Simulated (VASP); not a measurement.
# KBaI3 (Pm-3m) in VASP: a series of runs

KBaI3 is run at these levels: PBE-based screened hybrid with 5 % exact exchange, r2SCAN50; tasks: single point.

All numbers are computed with VASP 6.6.1; they aren't measurements. Logs are shortened: lines on timing, memory, paths and dates and some standing lists are left out, and cuts for length are marked.

### Step 1. The cell of the first run

It takes space group Pm-3m (No. 221, cubic). The conventional cell has a = 6.719 Å, b = 6.719 Å, c = 6.719 Å, α = 90.00°, β = 90.00°, γ = 90.00°. Ba (site symmetry m-3m) has 6 I at 3.36 Å within 4.4 Å. Within 4.4 Å of I (site symmetry 4/mmm) lie 2 Ba at 3.36 Å.

### Step 2. Single point, PBE-based screened hybrid with 5 % exact exchange

The input, POSCAR:

```
KBaI3
1.0
    6.7191903973      0.0000000000      0.0000000000
    0.0000000000      6.7191903973      0.0000000000
    0.0000000000      0.0000000000      6.7191903973
K Ba I
1 1 3
Direct
    0.0000000000      0.0000000000      0.0000000000
    0.5000000000      0.5000000000      0.5000000000
    0.5000000000      0.5000000000      0.0000000000
    0.5000000000      0.0000000000      0.5000000000
    0.0000000000      0.5000000000      0.5000000000
```

The input, INCAR.step1:

```
PREC = Accurate ; ENCUT = 520
EDIFF = 1E-5 ; ISMEAR = 0
SIGMA = 0.01 ; LREAL = F
LASPH = T ; NELM = 80
ALGO = Normal ; ISIF = 2
LWAVE = T ; NBANDS = 28
GGA = PE
```

The input, INCAR.step2:

```
PREC = Accurate ; ENCUT = 520
EDIFF = 1E-6 ; ISMEAR = 0
SIGMA = 0.01 ; LREAL = F
LASPH = T ; NELM = 80
ALGO = Normal ; ISIF = 2
LWAVE = F ; LCHARG = T
GGA = PE ; LHFCALC = T
AEXX = 0.05 ; HFSCREEN = 0.3
PRECFOCK = Fast ; LELF = T
LVHAR = T ; NBANDS = 28
ISTART = 1
```

The input, KPOINTS:

```
Automatic mesh
0
Gamma
  2 2 2
```

Potentials or basis: VASP PAW PBE potentials, release 64 (K_sv, Ba_sv, I).

Launch:

```
> cat potpaw_PBE.64/K_sv/POTCAR potpaw_PBE.64/Ba_sv/POTCAR potpaw_PBE.64/I/POTCAR > POTCAR
> cp INCAR.step1 INCAR
> mpirun -np 1 vasp_std > vasp.out
> cp INCAR.step2 INCAR
> mpirun -np 1 vasp_std > vasp.out
```

OUTCAR:

```text
PREC = Accurate
   ENCUT = 520
   EDIFF = 1E-6
   ISMEAR = 0
   LREAL = F
   LASPH = T
   NELM = 80
   ISIF = 2
   GGA = PE
   LHFCALC = T
   AEXX = 0.05
   HFSCREEN = 0.3
   PRECFOCK = Fast
   ISTART = 1

 ion  position               nearest neighbor table
   1  0.000  0.000  0.000-
   2  0.500  0.500  0.500-   3 3.36   4 3.36   5 3.36   3 3.36   4 3.36   5 3.36
   3  0.500  0.500  0.000-   2 3.36   2 3.36
   4  0.500  0.000  0.500-   2 3.36   2 3.36
   5  0.000  0.500  0.500-   2 3.36   2 3.36

  LATTYP: Found a simple cubic cell.
 ALAT       =     6.7191903973

  Lattice vectors:

 A1 = (   6.7191903973,   0.0000000000,   0.0000000000)
 A2 = (   0.0000000000,   6.7191903973,   0.0000000000)
 A3 = (   0.0000000000,   0.0000000000,   6.7191903973)

Analysis of symmetry for initial positions (statically):
=====================================================================
 Subroutine PRICEL returns:
 Original cell was already a primitive cell.

 Routine SETGRP: Setting up the symmetry group for a
 simple cubic supercell.

 Subroutine GETGRP returns: Found 48 space group operations
 (whereof 48 operations were pure point group operations)
 out of a pool of 48 trial point group operations.

The static configuration has the point symmetry O_h .

Analysis of symmetry for dynamics (positions and initial velocities):
=====================================================================
 Subroutine PRICEL returns:
 Original cell was already a primitive cell.

 Routine SETGRP: Setting up the symmetry group for a
 simple cubic supercell.

 Subroutine GETGRP returns: Found 48 space group operations
 (whereof 48 operations were pure point group operations)
 out of a pool of 48 trial point group operations.

The dynamic configuration has the point symmetry O_h .

 Subroutine INISYM returns: Found 48 space group operations
 (whereof 48 operations are pure point group operations),
 and found     1 'primitive' translations

----------------------------------------------------------------------------------------

                                     Primitive cell

  volume of cell :     303.3548

  direct lattice vectors                    reciprocal lattice vectors
     6.719190397  0.000000000  0.000000000     0.148827454  0.000000000  0.000000000
     0.000000000  6.719190397  0.000000000     0.000000000  0.148827454  0.000000000
     0.000000000  0.000000000  6.719190397     0.000000000  0.000000000  0.148827454

  length of vectors
     6.719190397  6.719190397  6.719190397     0.148827454  0.148827454  0.148827454

  position of ions in fractional coordinates (direct lattice)
     0.000000000  0.000000000  0.000000000
     0.500000000  0.500000000  0.500000000
     0.500000000  0.500000000  0.000000000
     0.500000000  0.000000000  0.500000000
     0.000000000  0.500000000  0.500000000

  ion indices of the primitive-cell ions
   primitive index   ion index
                 1           1
                 2           2
                 3           3
                 4           4
                 5           5

----------------------------------------------------------------------------------------

 KPOINTS: Automatic mesh

Automatic generation of k-mesh.
 Grid dimensions read from file:
 generate k-points for:    2    2    2

 Generating k-lattice:

  Cartesian coordinates                     Fractional coordinates (reciprocal lattice)
     0.074413727  0.000000000  0.000000000     0.500000000  0.000000000  0.000000000
     0.000000000  0.074413727  0.000000000     0.000000000  0.500000000  0.000000000
     0.000000000  0.000000000  0.074413727     0.000000000  0.000000000  0.500000000

  Length of vectors
     0.074413727  0.074413727  0.074413727

  Shift w.r.t. Gamma in fractional coordinates (k-lattice)
     0.000000000  0.000000000  0.000000000

 Subroutine IBZKPT returns following result:
 ===========================================

 Found      4 irreducible k-points:

 Following reciprocal coordinates:
            Coordinates               Weight
  0.000000  0.000000  0.000000      1.000000
  0.500000  0.000000  0.000000      3.000000
  0.500000  0.500000  0.000000      3.000000
  0.500000  0.500000  0.500000      1.000000
   k-points           NKPTS =      4   k-points in BZ     NKDIM =      8   number of bands    NBANDS=     28
   number of dos      NEDOS =    301   number of ions     NIONS =      5
   total plane-waves  NPLWV = 125000
   dimension x,y,z NGX =    50 NGY =   50 NGZ =   50
   dimension x,y,z NGXF=   100 NGYF=  100 NGZF=  100
   ions per type =               1   1   3
   NGX,Y,Z   is equivalent  to a cutoff of  12.37, 12.37, 12.37 a.u.
   NGXF,Y,Z  is equivalent  to a cutoff of  24.74, 24.74, 24.74 a.u.
 SYSTEM =  unknown system
   PREC   = accura    normal or accurate (medium, high low for compatibility)
   ISTART =      1    job   : 0-new  1-cont  2-samecut
   ICHARG =      0    charge: 1-file 2-atom 10-const
   ISPIN  =      1    spin polarized calculation?
   LNONCOLLINEAR =      F non collinear calculations
   LSORBIT =      F    spin-orbit coupling
   LASPH  =      T    aspherical Exc in radial PAW
   ENCUT  =  520.0 eV  38.22 Ry    6.18 a.u.  12.49 12.49 12.49*2*pi/ulx,y,z
   NELM   =     80;   NELMIN=  2; NELMDL=  0     # of ELM steps
   EDIFF  = 0.1E-05   stopping-criterion for ELM
   LREAL  =      F    real-space projection
   EDIFFG = 0.1E-04   stopping-criterion for IOM
   NSW    =      0    number of steps for IOM
   IBRION =     -1    ionic relax: 0-MD 1-quasi-New 2-CG
   NFREE  =      0    steps in history (QN), initial steepest desc. (CG)
   ISIF   =      2    stress and relaxation
   ISYM   =      3    0-nonsym 1-usesym 2-fastsym
   POTIM  = 0.5000    time-step for ionic-motion
   TEBEG  =    0.0;   TEEND  =   0.0 temperature during run
   PSTRESS=    0.0 pullay stress
   NELECT =      40.0000    total number of electrons
   NUPDOWN=      -1.0000    fix difference up-down
   EMIN   =  10.00;   EMAX   =-10.00  energy-range for DOS
   EFERMI =   0.00;   METHOD = LEGACY
   ISMEAR =     0;   SIGMA  =   0.01  broadening in eV -4-tet -1-fermi 0-gaus
   EFERMI_NEDOS =   21; number of points for ismear=-14 and -15
   IALGO  =     38    algorithm
   IMIX   =      1    mixing-type and parameters
     AMIX     =   0.40;   BMIX     =  1.00
     AMIX_MAG =   1.60;   BMIX_MAG =  1.00
  volume/ion in A,a.u.               =      60.67       409.43
  Fermi-wavevector in a.u.,A,eV,Ry     =   0.833255  1.574623  9.446712  0.694314
  Thomas-Fermi vector in A             =   1.946448
   LORBIT       =      0    0 simple, 1 ext, 2 COOP (PROOUT), +10 PAW based schemes
   GGA     = PE    functional components
   LHFCALC =     T    Hartree Fock is set to
   PRECFOCK=fast      Normal, Fast or Accurate (Low or Medium for compatibility)
   ENCUT4O =  -1.0   cutoff for four orbital integrals eV
   NKREDX  =     1    reduce k-point grid by
   NKREDY  =     1    reduce k-point grid by
   NKREDZ  =     1    reduce k-point grid by
   AEXX    =    0.0500 exact exchange contribution
   HFSCREEN=    0.3000 screening length (either q_TF or 0.3 A-1)
   HFSCREENC=   0.3000 screening length for correlation (either q_TF or 0.3 A-1)
   ENCUTFOCK=  -1.0 apply spherical cutoff to Coloumb kernel
   IVDW    =     0    specifies the selected vdW correction
   LEPSILON=     F    determine dielectric tensor
   LRPA    =     F    only Hartree local field effects (RPA)
 non-spin polarized calculation
 Gauss-broadening in eV      SIGMA  =   0.01
  energy-cutoff  :      520.00
  volume of cell :      303.35
 maximum number of plane-waves:      8217
 NGX is ok and might be reduce to    50
  NGX = 28; NGY = 28; NGZ = 28

 number of electron      40.0000007 magnetization

 Free energy of the ion-electron system (eV)
  ---------------------------------------------------
  ext. energy  EPLUGINS =         0.00000000
  ---------------------------------------------------
  free energy    TOTEN  =       -15.40569890 eV

  energy without entropy =      -15.40569890  energy(sigma->0) =      -15.40569890

 E-fermi :  -0.8429     XC(G=0):  -6.1535

 val. band max:       -0.8986257278   @ k =   0.5000   0.5000   0.5000
 cond. band min:       2.3301327288   @ k =   0.0000   0.0000   0.0000
 fundamental gap:      3.2287584565
 Fermi energy:        -0.8429237135

 k-point     1 :       0.0000    0.0000    0.0000
  band No.  band energies     occupation
      1     -31.7880      2.00000
      2     -27.5423      2.00000
      3     -14.9610      2.00000
      4     -14.9610      2.00000
      5     -14.9610      2.00000
      6     -12.6339      2.00000
[... 20 lines left out ...]
     27       4.6948      0.00000
     28       4.6948      0.00000

 k-point     2 :       0.5000    0.0000    0.0000
  band No.  band energies     occupation
      1     -31.7879      2.00000
      2     -27.5421      2.00000
      3     -14.9615      2.00000
      4     -14.9610      2.00000
      5     -14.9610      2.00000
      6     -12.9633      2.00000
[... 20 lines left out ...]
     27       4.9801      0.00000
     28       5.4839      0.00000

 k-point     3 :       0.5000    0.5000    0.0000
  band No.  band energies     occupation
      1     -31.7879      2.00000
      2     -27.5420      2.00000
      3     -14.9614      2.00000
      4     -14.9614      2.00000
      5     -14.9609      2.00000
      6     -12.9616      2.00000
[... 20 lines left out ...]
     27       5.0889      0.00000
     28       5.1356      0.00000

 k-point     4 :       0.5000    0.5000    0.5000
  band No.  band energies     occupation
      1     -31.7879      2.00000
      2     -27.5418      2.00000
      3     -14.9613      2.00000
      4     -14.9613      2.00000
      5     -14.9613      2.00000
      6     -12.9603      2.00000
[... 20 lines left out ...]
     27       5.1747      0.00000
     28       6.1233      0.00000

------------------------ aborting loop because EDIFF is reached ----------------------------------------

  FORCE on cell =-STRESS in cart. coord.  units (eV):
  Direction    XX          YY          ZZ          XY          YZ          ZX
  --------------------------------------------------------------------------------------
  -------------------------------------------------------------------------------------
  Total        0.8115842      0.8115842      0.8115842     -0.0000000      0.0000000     -0.0000000
  in kB        4.2864060      4.2864060      4.2864060     -0.0000000      0.0000000     -0.0000000
  external PRESSURE =       4.2864060 kB  Pullay stress =       0.0000000 kB

 VOLUME and BASIS-vectors are now :
 -----------------------------------------------------------------------------
  energy-cutoff  :      520.00
  volume of cell :      303.35
      direct lattice vectors                 reciprocal lattice vectors
     6.719190397  0.000000000  0.000000000     0.148827454  0.000000000  0.000000000
     0.000000000  6.719190397  0.000000000     0.000000000  0.148827454  0.000000000
     0.000000000  0.000000000  6.719190397     0.000000000  0.000000000  0.148827454

 POSITION                                       TOTAL-FORCE (eV/Angst)
 -----------------------------------------------------------------------------------
      0.00000      0.00000      0.00000         0.000000      0.000000      0.000000
      3.35960      3.35960      3.35960         0.000000      0.000000      0.000000
      3.35960      3.35960      0.00000         0.000000      0.000000      0.000000
      3.35960      0.00000      3.35960         0.000000      0.000000      0.000000
      0.00000      3.35960      3.35960         0.000000      0.000000      0.000000
 -----------------------------------------------------------------------------------
    total drift:                               -0.000000      0.000000     -0.000000

  FREE ENERGIE OF THE ION-ELECTRON SYSTEM (eV)
  ---------------------------------------------------
  free  energy   TOTEN  =       -15.4056989042 eV

  energy  without entropy=      -15.4056989042  energy(sigma->0) =      -15.40569890
```

Run time: 4 min. Hardware: 1 thread of Intel Xeon Platinum 8488C (Sapphire Rapids), shared host; peak memory 0.47 GiB.

Results:

* Free energy: -15.4057 eV
* Pressure: 0.4 GPa
* Band gap on the k mesh: 3.23 eV (least direct gap 3.41 eV)

Caveat: the k points lie up to 0.47 Å⁻¹ apart; the PAW data sets were made with another functional, which shifts forces and pressure a little; spin-orbit coupling is left out, which moves the levels of the heavy elements. A k mesh can miss the band edges.

### Step 3. Single point, r2SCAN50

POSCAR is that of step 2.

The input, INCAR.step1:

```
SYSTEM = KBaI3
  ALGO = Normal
  EDIFF = 1E-5
  ENCUT = 520
  GGA = PE
  ISIF = 2
  ISMEAR = 0
  LASPH = .TRUE.
  LREAL = .FALSE.
  LWAVE = .TRUE.
  NBANDS = 28
  NELM = 100
  PREC = Accurate
  SIGMA = 0.01
```

The input, INCAR.step2:

```
SYSTEM = KBaI3
  AEXX = 0.5
  ALGO = Normal
  EDIFF = 1E-6
  ENCUT = 520
  ISIF = 2
  ISMEAR = 0
  ISTART = 1
  LASPH = .TRUE.
  LCHARG = .TRUE.
  LELF = .TRUE.
  LHFCALC = .TRUE.
  LMIXTAU = .TRUE.
  LREAL = .FALSE.
  LVHAR = .TRUE.
  LWAVE = .FALSE.
  METAGGA = R2SCAN
  NBANDS = 28
  NELM = 100
  PREC = Accurate
  PRECFOCK = Fast
  SIGMA = 0.01
```

The input, KPOINTS:

```
k-points
0
G
  2 2 2
  0 0 0
```

Potentials or basis: VASP PAW PBE potentials, release 64 (K_sv, Ba_sv, I).

Launch:

```
> cat potpaw_PBE.64/K_sv/POTCAR potpaw_PBE.64/Ba_sv/POTCAR potpaw_PBE.64/I/POTCAR > POTCAR
> cp INCAR.step1 INCAR
> mpirun -np 1 vasp_std > vasp.out
> cp INCAR.step2 INCAR
> mpirun -np 1 vasp_std > vasp.out
```

OUTCAR:

```text
SYSTEM = KBaI3
   AEXX = 0.5
   EDIFF = 1E-6
   ENCUT = 520
   ISIF = 2
   ISMEAR = 0
   ISTART = 1
   LASPH = .TRUE.
   LHFCALC = .TRUE.
   LREAL = .FALSE.
   METAGGA = R2SCAN
   NELM = 100
   PREC = Accurate
   PRECFOCK = Fast

 ion  position               nearest neighbor table
   1  0.000  0.000  0.000-
   2  0.500  0.500  0.500-   3 3.36   4 3.36   5 3.36   3 3.36   4 3.36   5 3.36
[... 315 lines left out ...]
  Direction    XX          YY          ZZ          XY          YZ          ZX
  --------------------------------------------------------------------------------------
  -------------------------------------------------------------------------------------
  Total        0.0079462      0.0079462      0.0079462     -0.0000000      0.0000000     -0.0000000
  in kB        0.0419682      0.0419682      0.0419682     -0.0000000      0.0000000     -0.0000000
  external PRESSURE =       0.0419682 kB  Pullay stress =       0.0000000 kB

 VOLUME and BASIS-vectors are now :
 -----------------------------------------------------------------------------
  energy-cutoff  :      520.00
  volume of cell :      303.35
      direct lattice vectors                 reciprocal lattice vectors
     6.719190397  0.000000000  0.000000000     0.148827454  0.000000000  0.000000000
     0.000000000  6.719190397  0.000000000     0.000000000  0.148827454  0.000000000
     0.000000000  0.000000000  6.719190397     0.000000000  0.000000000  0.148827454

 POSITION                                       TOTAL-FORCE (eV/Angst)
 -----------------------------------------------------------------------------------
      0.00000      0.00000      0.00000         0.000000      0.000000      0.000000
      3.35960      3.35960      3.35960         0.000000      0.000000      0.000000
      3.35960      3.35960      0.00000         0.000000      0.000000      0.000000
      3.35960      0.00000      3.35960         0.000000      0.000000      0.000000
      0.00000      3.35960      3.35960         0.000000      0.000000      0.000000
 -----------------------------------------------------------------------------------
    total drift:                               -0.000000      0.000000     -0.000000

  FREE ENERGIE OF THE ION-ELECTRON SYSTEM (eV)
  ---------------------------------------------------
  free  energy   TOTEN  =       -73.0514869601 eV

  energy  without entropy=      -73.0514869601  energy(sigma->0) =      -73.05148696
```

OUTCAR.step1:

```text
SYSTEM = KBaI3
   EDIFF = 1E-5
   ENCUT = 520
   GGA = PE
   ISIF = 2
[... 335 lines left out ...]
      3.35960      3.35960      3.35960         0.000000      0.000000      0.000000
      3.35960      3.35960      0.00000         0.000000      0.000000      0.000000
      3.35960      0.00000      3.35960         0.000000      0.000000      0.000000
      0.00000      3.35960      3.35960         0.000000      0.000000      0.000000
 -----------------------------------------------------------------------------------
    total drift:                                0.000000     -0.000000      0.000000

  FREE ENERGIE OF THE ION-ELECTRON SYSTEM (eV)
  ---------------------------------------------------
  free  energy   TOTEN  =       -15.0324226261 eV

  energy  without entropy=      -15.0324226261  energy(sigma->0) =      -15.03242263
```

OSZICAR.step1:

```text
N       E                     dE             d eps       ncg     rms          rms(c)
DAV:   1     0.287540734075E+03    0.28754E+03   -0.14742E+04   224   0.113E+03
DAV:   2     0.103943863230E+02   -0.27715E+03   -0.27007E+03   328   0.238E+02
DAV:   3    -0.148868922497E+02   -0.25281E+02   -0.25221E+02   312   0.699E+01
DAV:   4    -0.155973263536E+02   -0.71043E+00   -0.70933E+00   344   0.124E+01
DAV:   5    -0.156149047928E+02   -0.17578E-01   -0.17577E-01   328   0.171E+00    0.434E+00
DAV:   6    -0.152304137453E+02    0.38449E+00   -0.42641E-01   268   0.216E+00    0.293E+00
DAV:   7    -0.150525915500E+02    0.17782E+00   -0.55022E-01   280   0.312E+00    0.109E+00
DAV:   8    -0.150342416226E+02    0.18350E-01   -0.60290E-02   324   0.120E+00    0.315E-01
DAV:   9    -0.150329298847E+02    0.13117E-02   -0.63424E-03   324   0.345E-01    0.189E-01
DAV:  10    -0.150323144352E+02    0.61545E-03   -0.34756E-03   272   0.251E-01    0.557E-02
DAV:  11    -0.150323890763E+02   -0.74641E-04   -0.53670E-04   332   0.941E-02    0.241E-02
DAV:  12    -0.150324144297E+02   -0.25353E-04   -0.27018E-05   252   0.259E-02    0.883E-03
DAV:  13    -0.150324226261E+02   -0.81964E-05   -0.74811E-06   204   0.151E-02
   1 F= -.15032423E+02 E0= -.15032423E+02  d E =-.774960E-13
```

It took 6.8 min on 1 thread of Intel Xeon Platinum 8488C (Sapphire Rapids), shared host; peak memory 0.43 GiB.

What came out:

| Item | Value |
| --- | --- |
| Free energy | -73.0515 eV |
| Pressure | 0.0 GPa |
| Band gap on the k mesh | 6.48 eV (least direct gap 6.70 eV) |

Levels at points of the mesh, in eV from the valence-band top:
```csv
k point,band 16,band 17,band 18,band 19,band 20,band 21,band 22,band 23,band 24,band 25
"(0.00, 0.00, 0.00)",-0.48,-0.48,-0.23,-0.23,-0.23,6.48,7.60,7.60,7.60,8.79
"(0.50, 0.00, 0.00)",-0.75,-0.75,-0.56,-0.30,-0.30,7.74,7.81,8.00,8.75,8.75
"(0.50, 0.50, 0.00)",-0.74,-0.70,-0.70,-0.68,-0.01,8.16,8.92,8.92,9.04,9.04
"(0.50, 0.50, 0.50)",-1.42,-1.42,0.00,0.00,0.00,7.32,9.09,9.09,9.09,9.99
```

Caveat: the k points lie up to 0.47 Å⁻¹ apart; the PAW data sets were made with another functional, which shifts forces and pressure a little; spin-orbit coupling is left out, which moves the levels of the heavy elements.
